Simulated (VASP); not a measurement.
Al2Cu: single point with PBEsol

Crystal: Al2Cu.

```xyz
3
Lattice="4.1052 0.0000 0.0000 0.0000 4.1052 0.0000 0.0000 0.0000 2.8913" Properties=species:S:1:pos:R:3 pbc="T T T"
Cu   -0.0163    0.0253    0.0070
Al    0.0385    2.0405    1.3538
Al    2.0773   -0.0405    1.4385
```

This cell differs from its parent crystal: atoms moved at random.

| Item | Value |
| --- | --- |
| Program | VASP 6.6.1 |
| Task | single point |
| Functional | PBEsol |
| Potentials or basis | VASP PAW PBE potentials, release 64 (Cu, Al) |
| Cutoff | 520 eV |
| k mesh | 7 × 7 × 9 |
| Occupations | fermi-dirac, width 0.05 eV |
| Spin | no spin polarisation |

| Quantity | Value |
| --- | --- |
| Pressure | -1.9 GPa |
| Largest force | 0.468 eV/Å |

Forces on the atoms (eV/Å):
```
Cu   0.251 -0.236 -0.316
Al  -0.016  0.189  0.293
Al  -0.235  0.047  0.023
```

Stress tensor (GPa, compression positive):
```
-1.68  0.07  0.00
 0.07 -1.25  0.34
 0.00  0.34 -2.91
```

Levels at points of the mesh, in eV from the Fermi level:
| k point | band 7 | band 8 | band 9 | band 10 | band 11 | band 12 |
| --- | --- | --- | --- | --- | --- | --- |
| (0.00, 0.00, 0.00) | -2.37 | -2.37 | -0.10 | 0.86 | 5.94 | 6.15 |

It took 2.5 min on 1 thread of Intel(R) Xeon(R) Platinum 8488C (Sapphire Rapids), on a shared host, peak memory 0.29 GiB.

Caveat: the cell differs from its parent crystal (atoms moved at random); the PAW data sets were made with another functional, which shifts forces and pressure a little.
